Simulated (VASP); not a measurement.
Wanted: the native input for a VASP 6.6.1 run.

```
Task                   : single point
Functional             : revPBE
Dispersion             : D4
Potentials or basis    : VASP PAW PBE potentials, release 64 (Be, Te)
Cutoff                 : 600 eV
k mesh                 : 8 × 8 × 8
Occupations            : gaussian, width 0.05 eV
Spin                   : no spin polarisation
Dipole correction      : no
Further INCAR settings : ALGO = Normal; EDIFF = 1e-06; NBANDS = 11
```

The structure of BeTe lies in POSCAR:

```
BeTe
1.0
    0.0000000000      2.7777487498      2.7777487498
    2.7777487498      0.0000000000      2.7777487498
    2.7777487498      2.7777487498      0.0000000000
Be Te
1 1
Direct
    0.0000000000      0.0000000000      0.0000000000
    0.7500000000      0.7500000000      0.7500000000
```

These files were run (other wordings do the same):

INCAR

```
SYSTEM = BeTe
PREC = Accurate
ENCUT = 600
EDIFF = 1E-6
ISMEAR = 0
SIGMA = 0.05
LREAL = .False.
LASPH = .True.
NELM = 120
ALGO = Normal
ISIF = 2
LWAVE = .False.
LCHARG = .False.
GGA = RE
IVDW = 13
NBANDS = 11
GGA_COMPAT = .False.
```

KPOINTS

```
Automatic mesh
0
Gamma
  8 8 8
  0 0 0
```

Potentials or basis: VASP PAW PBE potentials, release 64 (Be, Te).

Launch:

```console
$ cat potpaw_PBE.64/Be/POTCAR potpaw_PBE.64/Te/POTCAR > POTCAR
$ mpirun -np 1 vasp_std > vasp.out
```

It gave:

```json
{"Pressure": "0.8 GPa", "Band gap on the k mesh": "1.93 eV (least direct gap 3.59 eV)", "Dispersion energy per atom": "-0.564 eV"}
```

Caveat: the PAW data sets were made with another functional, which shifts forces and pressure a little; spin-orbit coupling is left out, which moves the levels of the heavy elements.

It used 10 s of CPU time on 1 thread of AMD EPYC 7R13, with other jobs on the host.
